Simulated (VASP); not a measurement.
InP:

```
CELL_PARAMETERS angstrom
0.00000 2.97919 2.97919
2.97919 0.00000 2.97919
2.97919 2.97919 0.00000
ATOMIC_POSITIONS crystal
In 0.00000 0.00000 0.00000
P 0.25000 0.25000 0.25000
```

* Program: VASP 6.6.1
* Task: relaxation of cell and atoms
* Functional: r2SCAN
* Potentials or basis: VASP PAW PBE potentials, release 64 (In_d, P)
* Cutoff: 600 eV
* k mesh: 6 × 6 × 6
* Occupations: fermi-dirac, width 0.02 eV
* Spin: no spin polarisation

At the start: pressure -1.7 GPa; volume 26.44 Å³/atom.

How do energy, volume and symmetry change on relaxing?

Over 3 steps the energy falls by 4.0 meV/atom and the volume is 25.74 Å³/atom (-2.7 %); space group F-43m (No. 216, to 0.05 Å).

The path:
```csv
step,energy change (eV),largest force (eV/Å),pressure (GPa),volume (Å³)
1,0.0000,0.0000,-1.75,52.88
2,-0.0054,0.0000,1.07,50.71
3,-0.0079,0.0000,0.01,51.47
```

Final structure:
```
In P
1.0
     0.00000    2.95240    2.95240
     2.95240    0.00000    2.95240
     2.95240    2.95240    0.00000
In P
1 1
Cartesian
  0.0000 0.0000 0.0000
  1.4762 1.4762 1.4762
```

Caveat: the PAW data sets were made with another functional, which shifts forces and pressure a little.
